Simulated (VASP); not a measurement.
Set up this calculation in VASP 6.6.1, as the native input.

```yaml
Task: relaxation of cell and atoms
Functional: PBE
Potentials_or_basis: VASP PAW PBE potentials, release 64 (Na_pv)
Cutoff: 500 eV
k_mesh: 10 × 10 × 5
Occupations: fermi-dirac, width 0.1 eV
Spin: no spin polarisation
Dipole_correction: no
Further_INCAR_settings: ALGO = Normal; EDIFF = 1e-07; IBRION = 2; EDIFFG = -0.01; NSW = 80; ISIF = 3
```

The structure of Na lies in POSCAR:

```
Na
1.0
    3.7640418302      0.0000000000      0.0000000000
   -1.8820209151      3.2597558458      0.0000000000
    0.0000000000      0.0000000000      6.1466803087
Na
2
Direct
    0.3333333333      0.6666666667      0.2500000000
    0.6666666667      0.3333333333      0.7500000000
```

One way to write it, as run:

INCAR

```
SYSTEM = Na
PREC = Accurate
ENCUT = 500
EDIFF = 1E-7
ISMEAR = -1
SIGMA = 0.1
LREAL = .False.
LASPH = .True.
NELM = 120
ALGO = Normal
ISIF = 3
LWAVE = .False.
LCHARG = .False.
GGA = PE
IBRION = 2
NSW = 80
EDIFFG = -0.01
GGA_COMPAT = .False.
NELMIN = 4
```

KPOINTS

```
regular mesh
0
Gamma
  10 10 5
  0 0 0
```

Potentials or basis: VASP PAW PBE potentials, release 64 (Na_pv).

Command:

```sh
$ cat potpaw_PBE.64/Na_pv/POTCAR > POTCAR
$ mpirun -np 1 vasp_std > vasp.out
```

It gave:

```
Relaxed volume                         : 37.08 Å³/atom
Relaxed cell                           : a = 3.743 Å, b = 3.743 Å, c = 6.112 Å, α = 90.00°, β = 90.00°, γ = 120.00°
Space group after relaxing (to 0.05 Å) : P6_3/mmc (No. 194)
Energy gained by relaxing              : 0.3 meV/atom
Ionic steps                            : 4
Pressure after relaxing                : 0.0 GPa
Band gap on the k mesh                 : zero (band 7 reaches 1.55 eV, above the bottom of band 8 at -1.47 eV)
```

Wall time 39 s on 1 thread of Intel Xeon 6975P-C (shared host), peak memory 0.19 GiB.
